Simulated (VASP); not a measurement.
Wanted: the native input for a VASP 6.6.1 run.

* Task: single point
* Functional: PBEsol
* Potentials or basis: VASP PAW PBE potentials, release 64 (Sn_d, Te)
* Cutoff: 500 eV
* k mesh: 6 × 6 × 6
* Occupations: fermi-dirac, width 0.02 eV
* Spin: no spin polarisation
* Dipole correction: no
* Further INCAR settings: ALGO = Normal; EDIFF = 1e-06; NBANDS = 17

The structure of SnTe lies in POSCAR:

```
SnTe
1.0
    0.0000000000      3.1893303407      3.1893303407
    3.1893303407      0.0000000000      3.1893303407
    3.1893303407      3.1893303407      0.0000000000
Sn Te
1 1
Direct
    0.0000000000      0.0000000000      0.0000000000
    0.5000000000      0.5000000000      0.5000000000
```

The input as run:

INCAR

```
SYSTEM = SnTe
ALGO = Normal
EDIFF = 1E-6
ENCUT = 500
GGA = PS
GGA_COMPAT = .FALSE.
ISIF = 2
ISMEAR = -1
LASPH = .TRUE.
LCHARG = .FALSE.
LREAL = .FALSE.
LWAVE = .FALSE.
NBANDS = 17
NELM = 120
PREC = Accurate
SIGMA = 0.02
```

KPOINTS

```
k-points
0
G
  6 6 6
  0 0 0
```

Potentials or basis: VASP PAW PBE potentials, release 64 (Sn_d, Te).

Launch:

```bash
$ cat potpaw_PBE.64/Sn_d/POTCAR potpaw_PBE.64/Te/POTCAR > POTCAR
$ mpirun -np 1 vasp_std > vasp.out
```

It gave:

```json
{
 "Pressure": "-1.9 GPa",
 "Band gap on the k mesh": "0.04 eV, direct"
}
```

Caveat: the PAW data sets were made with another functional, which shifts forces and pressure a little; spin-orbit coupling is left out, which moves the levels of the heavy elements.

Wall time 12 s on 1 thread of AMD EPYC 9R45 96-Core Processor (Zen 5), with other jobs on the host, peak memory 0.17 GiB.
